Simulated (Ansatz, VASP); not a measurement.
## Zr: VASP beside Ansatz

INCAR

```
PREC = Accurate
ENCUT = 520
EDIFF = 1E-8
ISMEAR = -1
SIGMA = 0.03
LREAL = F
LASPH = T
NELM = 100
ALGO = Normal
ISIF = 2
LWAVE = F
LCHARG = F
GGA = PE
LEFG = T
NBANDS = 12
```

Contents of KPOINTS:

```
regular mesh
0
Gamma
  16 16 16
```

Contents of POSCAR:

```
Zr
1.0
   -1.8281000000      1.8281000000      1.8100000000
    1.8281000000     -1.8281000000      1.8100000000
    1.7919000000      1.7919000000     -1.8100000000
Zr
1
Direct
    0.0000000000      0.0000000000      0.0000000000
```

Input for Ansatz:

```yaml
crystal:
  lattice:
    - [-1.8281, 1.8281, 1.81]
    - [1.8281, -1.8281, 1.81]
    - [1.7919, 1.7919, -1.81]
  atoms:
    - { symbol: Zr, position: [0.0, 0.0, 0.0] }
kpoints:
  mp_grid: { grid: [16, 16, 16] }
scf:
  occupations: { method: fermi_dirac, width: 0.03 }
hamiltonian:
  xc: pbe
  pseudopotentials: { kind: all_electron, datasets: crystal }
output:
  forces: true
  stress: true
  eigenvalues: true
  efg: { contact_densities: true }
```

Change from the starting cell: xy shear strain of -2 %, crystal datasets.

Alike in both runs: task electric field gradients; functional PBE; k mesh 16 × 16 × 16; occupations fermi-dirac, width 0.03 eV; no spin polarisation.

|  | VASP | Ansatz |
| --- | --- | --- |
| version | VASP 6.6.1 | Ansatz 0.2.0 |
| potentials or method | VASP PAW PBE potentials, release 64 (Zr_sv), cutoff 520 eV | all-electron PAW with datasets made for the crystal, scalar-relativistic |

|  | VASP | Ansatz | Ansatz less VASP |
| --- | --- | --- | --- |
| pressure (GPa) | -3.1 | -3.1 | 0.00 |
| traceless stress, the component that is largest in VASP (GPa) | 0.56 | 0.56 | -0.003 |
| size of Vzz on the site where it differs most (V/Å²) | 10.9 | 10.1 | -0.78 |

Ansatz ran all-electron here, and VASP with PAW potentials.
